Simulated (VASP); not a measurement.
# Rh (Fm-3m) in VASP: further runs

Runs on Rh. Level: r2SCAN. Tasks: single point.

Everything below comes from runs of VASP 6.6.1. Logs are shortened: lines on timing, memory, paths and dates and some standing lists are left out, and cuts for length are marked.

## 1. The cell of the first run

The structure is cubic, space group Fm-3m (No. 225). Conventional cell: a = 3.802 Å, b = 3.802 Å, c = 3.802 Å, α = 90.00°, β = 90.00°, γ = 90.00°. Within 3.5 Å of Rh (site symmetry m-3m) lie 12 Rh at 2.69 Å.

## 2. Single point, r2SCAN

Input file POSCAR:

```
Rh
1.0
    0.0000000000      1.9008071574      1.9008071574
    1.9008071574      0.0000000000      1.9008071574
    1.9008071574      1.9008071574      0.0000000000
Rh
1
Direct
    0.0000000000      0.0000000000      0.0000000000
```

Input file INCAR.step1:

```
SYSTEM = Rh
PREC = Accurate
ENCUT = 680
ISMEAR = -1
SIGMA = 0.3
LREAL = .False.
LASPH = .True.
NELM = 120
NBANDS = 14
GGA = PE
ALGO = Normal
EDIFF = 1E-5
LWAVE = .True.
LCHARG = .False.
GGA_COMPAT = .False.
```

Input file INCAR.step2:

```
SYSTEM = Rh
PREC = Accurate
ENCUT = 680
EDIFF = 1E-6
ISMEAR = -1
SIGMA = 0.3
LREAL = .False.
LASPH = .True.
NELM = 120
ALGO = Normal
ISIF = 2
LWAVE = .False.
LCHARG = .True.
METAGGA = R2SCAN
LMIXTAU = .True.
LELF = .True.
LVHAR = .True.
NBANDS = 14
ISTART = 1
GGA_COMPAT = .False.
```

Input file KPOINTS:

```
regular mesh
0
Gamma
  14 14 14
  0 0 0
```

Potentials or basis: VASP PAW PBE potentials, release 64 (Rh_sv_GW).

Started as:

```sh
$ cat potpaw_PBE.64/Rh_sv_GW/POTCAR > POTCAR
$ cp INCAR.step1 INCAR
$ mpirun -np 1 vasp_std > vasp.out
$ cp INCAR.step2 INCAR
$ mpirun -np 1 vasp_std > vasp.out
```

OUTCAR:

```text
SYSTEM = Rh
   PREC = Accurate
   ENCUT = 680
   EDIFF = 1E-6
   ISMEAR = -1
   LREAL = .False.
   LASPH = .True.
   NELM = 120
   ISIF = 2
   METAGGA = R2SCAN
   ISTART = 1

 ion  position               nearest neighbor table
   1  0.000  0.000  0.000-

  LATTYP: Found a face centered cubic cell.
 ALAT       =     3.8016143148

  Lattice vectors:

 A1 = (   0.0000000000,   1.9008071574,   1.9008071574)
 A2 = (   1.9008071574,   0.0000000000,   1.9008071574)
 A3 = (   1.9008071574,   1.9008071574,   0.0000000000)

Analysis of symmetry for initial positions (statically):
=====================================================================
 Subroutine PRICEL returns:
 Original cell was already a primitive cell.

 Routine SETGRP: Setting up the symmetry group for a
 face centered cubic supercell.

 Subroutine GETGRP returns: Found 48 space group operations
 (whereof 48 operations were pure point group operations)
 out of a pool of 48 trial point group operations.

The static configuration has the point symmetry O_h .

Analysis of symmetry for dynamics (positions and initial velocities):
=====================================================================
 Subroutine PRICEL returns:
 Original cell was already a primitive cell.

 Routine SETGRP: Setting up the symmetry group for a
 face centered cubic supercell.

 Subroutine GETGRP returns: Found 48 space group operations
 (whereof 48 operations were pure point group operations)
 out of a pool of 48 trial point group operations.

The dynamic configuration has the point symmetry O_h .

 Subroutine INISYM returns: Found 48 space group operations
 (whereof 48 operations are pure point group operations),
 and found     1 'primitive' translations

----------------------------------------------------------------------------------------

                                     Primitive cell

  volume of cell :      13.7355

  direct lattice vectors                    reciprocal lattice vectors
     0.000000000  1.900807157  1.900807157    -0.263046148  0.263046148  0.263046148
     1.900807157  0.000000000  1.900807157     0.263046148 -0.263046148  0.263046148
     1.900807157  1.900807157  0.000000000     0.263046148  0.263046148 -0.263046148

  length of vectors
     2.688147261  2.688147261  2.688147261     0.455609292  0.455609292  0.455609292

  position of ions in fractional coordinates (direct lattice)
     0.000000000  0.000000000  0.000000000

  ion indices of the primitive-cell ions
   primitive index   ion index
                 1           1

----------------------------------------------------------------------------------------

 KPOINTS: regular mesh

Automatic generation of k-mesh.
 Grid dimensions read from file:
 generate k-points for:   14   14   14

 Generating k-lattice:

  Cartesian coordinates                     Fractional coordinates (reciprocal lattice)
    -0.018789011  0.018789011  0.018789011     0.071428571  0.000000000  0.000000000
     0.018789011 -0.018789011  0.018789011     0.000000000  0.071428571  0.000000000
     0.018789011  0.018789011 -0.018789011     0.000000000  0.000000000  0.071428571

  Length of vectors
     0.032543521  0.032543521  0.032543521

  Shift w.r.t. Gamma in fractional coordinates (k-lattice)
     0.000000000  0.000000000  0.000000000

 Subroutine IBZKPT returns following result:
 ===========================================

 Found    104 irreducible k-points:

 Following reciprocal coordinates:
            Coordinates               Weight
  0.000000  0.000000  0.000000      1.000000
  0.071429  0.000000  0.000000      8.000000
  0.142857  0.000000  0.000000      8.000000
  0.214286  0.000000  0.000000      8.000000
  0.285714  0.000000  0.000000      8.000000
  0.357143  0.000000  0.000000      8.000000
[... 16 lines left out ...]
  0.214286  0.142857  0.000000     24.000000
  0.285714  0.142857  0.000000     24.000000
 [... further k-points ...]
   k-points           NKPTS =    104   k-points in BZ     NKDIM =    104   number of bands    NBANDS=     14
   number of dos      NEDOS =    301   number of ions     NIONS =      1
   total plane-waves  NPLWV =  13824
   dimension x,y,z NGX =    24 NGY =   24 NGZ =   24
   dimension x,y,z NGXF=    48 NGYF=   48 NGZF=   48
   ions per type =               1
   NGX,Y,Z   is equivalent  to a cutoff of  14.84, 14.84, 14.84 a.u.
   NGXF,Y,Z  is equivalent  to a cutoff of  29.69, 29.69, 29.69 a.u.
 SYSTEM =  Rh
   PREC   = accura    normal or accurate (medium, high low for compatibility)
   ISTART =      1    job   : 0-new  1-cont  2-samecut
   ICHARG =      0    charge: 1-file 2-atom 10-const
   ISPIN  =      1    spin polarized calculation?
   LNONCOLLINEAR =      F non collinear calculations
   LSORBIT =      F    spin-orbit coupling
   LASPH  =      T    aspherical Exc in radial PAW
   ENCUT  =  680.0 eV  49.98 Ry    7.07 a.u.   5.72  5.72  5.72*2*pi/ulx,y,z
   NELM   =    120;   NELMIN=  2; NELMDL=  0     # of ELM steps
   EDIFF  = 0.1E-05   stopping-criterion for ELM
   LREAL  =      F    real-space projection
   EDIFFG = 0.1E-04   stopping-criterion for IOM
   NSW    =      0    number of steps for IOM
   IBRION =     -1    ionic relax: 0-MD 1-quasi-New 2-CG
   NFREE  =      0    steps in history (QN), initial steepest desc. (CG)
   ISIF   =      2    stress and relaxation
   ISYM   =      2    0-nonsym 1-usesym 2-fastsym
   POTIM  = 0.5000    time-step for ionic-motion
   TEBEG  =    0.0;   TEEND  =   0.0 temperature during run
   PSTRESS=    0.0 pullay stress
   NELECT =      17.0000    total number of electrons
   NUPDOWN=      -1.0000    fix difference up-down
   EMIN   =  10.00;   EMAX   =-10.00  energy-range for DOS
   EFERMI =   0.00;   METHOD = LEGACY
   ISMEAR =    -1;   SIGMA  =   0.30  broadening in eV -4-tet -1-fermi 0-gaus
   EFERMI_NEDOS =   21; number of points for ismear=-14 and -15
   IALGO  =     38    algorithm
   IMIX   =      4    mixing-type and parameters
     AMIX     =   0.40;   BMIX     =  1.00
     AMIX_MAG =   1.60;   BMIX_MAG =  1.00
  volume/ion in A,a.u.               =      13.74        92.69
  Fermi-wavevector in a.u.,A,eV,Ry     =   1.757693  3.321559 42.035002  3.089486
  Thomas-Fermi vector in A             =   2.826998
   LORBIT       =      0    0 simple, 1 ext, 2 COOP (PROOUT), +10 PAW based schemes
   METAGGA = R2SCAN    functional components
   LHFCALC =     F    Hartree Fock is set to
   AEXX    =    0.0000 exact exchange contribution
   IVDW    =     0    specifies the selected vdW correction
   LEPSILON=     F    determine dielectric tensor
   LRPA    =     F    only Hartree local field effects (RPA)
 non-spin polarized calculation
  energy-cutoff  :      680.00
  volume of cell :       13.74
 maximum number of plane-waves:       568
   NGX = 11   NGY = 11   NGZ = 11

 number of electron      17.0000001 magnetization

 Free energy of the ion-electron system (eV)
  ---------------------------------------------------
  ext. energy  EPLUGINS =         0.00000000
  ---------------------------------------------------
  free energy    TOTEN  =       -23.47848724 eV

  energy without entropy =      -23.09594926  energy(sigma->0) =      -23.28721825

 E-fermi :  10.6865     XC(G=0): -15.2730

 val. band max:       10.6656951999   @ k =   0.3571   0.0000   0.0000
 cond. band min:      10.7097352619   @ k =  -0.2857   0.3571   0.0714
 fundamental gap:      0.0440400620
 Fermi energy:        10.6865351726

 k-point     1 :       0.0000    0.0000    0.0000
  band No.  band energies     occupation
      1     -70.4306      2.00000
      2     -37.0615      2.00000
      3     -37.0615      2.00000
      4     -37.0615      2.00000
      5       2.5498      2.00000
      6       7.5545      1.99994
      7       7.5545      1.99994
      8       7.5545      1.99994
      9       9.6600      1.93675
     10       9.6600      1.93675
     11      27.1710      0.00000
     12      32.8199      0.00000
     13      32.8199      0.00000
     14      32.8199      0.00000

 k-point     2 :       0.0714    0.0000    0.0000
  band No.  band energies     occupation
      1     -70.4245      2.00000
      2     -37.1015      2.00000
      3     -37.0668      2.00000
      4     -37.0668      2.00000
      5       2.7628      2.00000
      6       7.4607      1.99996
      7       7.6369      1.99992
      8       7.6369      1.99992
      9       9.6152      1.94529
     10       9.6152      1.94529
     11      27.4751      0.00000
     12      31.7905      0.00000
     13      33.1295      0.00000
     14      33.1295      0.00000

 k-point     3 :       0.1429    0.0000    0.0000
  band No.  band energies     occupation
      1     -70.4075      2.00000
      2     -37.2130      2.00000
      3     -37.0819      2.00000
      4     -37.0819      2.00000
      5       3.3509      2.00000
      6       7.2614      1.99998
      7       7.8259      1.99986
      8       7.8259      1.99986
      9       9.5501      1.95572
     10       9.5501      1.95572
     11      28.2120      0.00000
     12      29.8109      0.00000
     13      34.0116      0.00000
     14      34.0116      0.00000
[... 324 lines left out ...]
 k-point    23 :       0.2143    0.1429    0.0000
  band No.  band energies     occupation
      1     -70.3814      2.00000
      2     -37.3115      2.00000
      3     -37.1432      2.00000
      4     -37.1367      2.00000
      5       4.2302      2.00000
      6       6.5794      2.00000
      7       8.2290      1.99945
      8       8.3936      1.99904
      9       9.0053      1.99266
     10      10.0943      1.75609
     11      29.3313      0.00000
     12      29.7013      0.00000
     13      32.4820      0.00000
     14      33.0305      0.00000

 k-point    24 :       0.2857    0.1429    0.0000
  band No.  band energies     occupation
      1     -70.3574      2.00000
      2     -37.4540      2.00000
      3     -37.1702      2.00000
      4     -37.1617      2.00000
      5       4.8733      2.00000
      6       6.5040      2.00000
      7       7.8872      1.99982
      8       8.4853      1.99870
      9       9.7962      1.90218
     10      10.4260      1.40885
     11      27.3886      0.00000
     12      29.7221      0.00000
     13      32.2101      0.00000
     14      33.4031      0.00000

 [... further k-points ...]

------------------------ aborting loop because EDIFF is reached ----------------------------------------

  FORCE on cell =-STRESS in cart. coord.  units (eV):
  Direction    XX          YY          ZZ          XY          YZ          ZX
  --------------------------------------------------------------------------------------
  -------------------------------------------------------------------------------------
  Total        0.2849752      0.2849752      0.2849752     -0.0000000      0.0000000      0.0000000
  in kB       33.2409545     33.2409545     33.2409545     -0.0000000      0.0000000      0.0000000
  external PRESSURE =      33.2409545 kB  Pullay stress =       0.0000000 kB

 VOLUME and BASIS-vectors are now :
 -----------------------------------------------------------------------------
  energy-cutoff  :      680.00
  volume of cell :       13.74
      direct lattice vectors                 reciprocal lattice vectors
     0.000000000  1.900807157  1.900807157    -0.263046148  0.263046148  0.263046148
     1.900807157  0.000000000  1.900807157     0.263046148 -0.263046148  0.263046148
     1.900807157  1.900807157  0.000000000     0.263046148  0.263046148 -0.263046148

 POSITION                                       TOTAL-FORCE (eV/Angst)
 -----------------------------------------------------------------------------------
      0.00000      0.00000      0.00000         0.000000      0.000000      0.000000
 -----------------------------------------------------------------------------------
    total drift:                                0.000000      0.000000      0.000000

  FREE ENERGIE OF THE ION-ELECTRON SYSTEM (eV)
  ---------------------------------------------------
  free  energy   TOTEN  =       -23.4784872398 eV

  energy  without entropy=      -23.0959492605  energy(sigma->0) =      -23.28721825
```

Run time: 77 s. Hardware: 1 thread of AMD EPYC 9R45 (Zen 5), shared host; peak memory 0.15 GiB.

What came out:

| Property | Result |
| --- | --- |
| Free energy | -23.4785 eV |
| Pressure | 3.3 GPa |
| Band gap on the k mesh | zero (an odd number of electrons rules out a gap without spin polarisation) |

Caveat: the cell stands under pressure; so wide a smearing shifts energies and pressures; the PAW data sets were made with another functional, which shifts forces and pressure a little.

## 3. Single point, r2SCAN

POSCAR is that of step 2.

Input file INCAR.step1:

```
SYSTEM = Rh
  ALGO = Normal
  EDIFF = 1E-5
  ENCUT = 680
  GGA = PE
  GGA_COMPAT = .False.
  ISMEAR = -1
  LASPH = .True.
  LCHARG = .False.
  LREAL = .False.
  LWAVE = .True.
  NBANDS = 14
  NELM = 120
  PREC = Accurate
  SIGMA = 0.1
```

Input file INCAR.step2:

```
SYSTEM = Rh
  ALGO = Normal
  EDIFF = 1E-6
  ENCUT = 680
  GGA_COMPAT = .False.
  ISIF = 2
  ISMEAR = -1
  ISTART = 1
  LASPH = .True.
  LCHARG = .True.
  LELF = .True.
  LMIXTAU = .True.
  LREAL = .False.
  LVHAR = .True.
  LWAVE = .False.
  METAGGA = R2SCAN
  NBANDS = 14
  NELM = 120
  PREC = Accurate
  SIGMA = 0.1
```

Input file KPOINTS:

```
k-points
0
Gamma
  11 11 11
  0 0 0
```

Potentials or basis: VASP PAW PBE potentials, release 64 (Rh_sv_GW).

Started as:

```sh
$ cat potpaw_PBE.64/Rh_sv_GW/POTCAR > POTCAR
$ cp INCAR.step1 INCAR
$ mpirun -np 1 vasp_std > vasp.out
$ cp INCAR.step2 INCAR
$ mpirun -np 1 vasp_std > vasp.out
```

Wall time 26 s (1 thread of Intel Xeon 6975P-C (Granite Rapids), shared host); peak memory 0.15 GiB.

Results (log left out):

```yaml
Free_energy: -23.3020 eV
Pressure: 0.3 GPa
Band_gap_on_the_k_mesh: zero (an odd number of electrons rules out a gap without spin polarisation)
```

Levels at points of the mesh, in eV from the Fermi level:
| k point | band 5 | band 6 | band 7 | band 8 | band 9 | band 10 | band 11 | band 12 |
| --- | --- | --- | --- | --- | --- | --- | --- | --- |
| (0.00, 0.00, 0.00) | -8.17 | -3.17 | -3.17 | -3.17 | -1.07 | -1.07 | 16.45 | 22.10 |

Caveat: the PAW data sets were made with another functional, which shifts forces and pressure a little.

(Part 1 of 2 ends here.)

The gap in the log of VASP goes by the Fermi energy; the results here count the filled bands.